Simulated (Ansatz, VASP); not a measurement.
**Two plane-wave programs on AlRu**

```xyz
2
Lattice="2.9764 0.0000 0.0000 0.0000 2.9764 0.0000 0.0000 0.0000 2.9764" Properties=species:S:1:pos:R:3 pbc="T T T"
Al    0.0000    0.0000    0.0000
Ru    1.4882    1.4882    1.4882
```

Alike in both runs: task single point; functional PBEsol; k mesh 12 × 12 × 12; occupations gaussian, width 0.1 eV; no spin polarisation.

```csv
,VASP,Ansatz
version,VASP 6.6.1,Ansatz 0.2.0
potentials or method,"VASP PAW PBE potentials, release 64 (Al, Ru_pv), cutoff 500 eV","scalar-relativistic, plane waves, PAW"
valence electrons in the cell,17,19
```

|  | VASP | Ansatz | Ansatz less VASP |
| --- | --- | --- | --- |
| gap on the k mesh at the Fermi level (eV) | none | none | - |
| pressure (GPa) | -0.1 | -0.2 | -0.09 |

VASP's potentials were made for PBE, not for PBEsol. A gap of «none» marks a metal or a gap that the smearing closes. The functional is the same, so the differences come from potentials, cutoffs and numerics. VASP's potentials hold 17 valence electrons a cell and Ansatz's 19, so a difference there can come from the potentials and not from the codes.
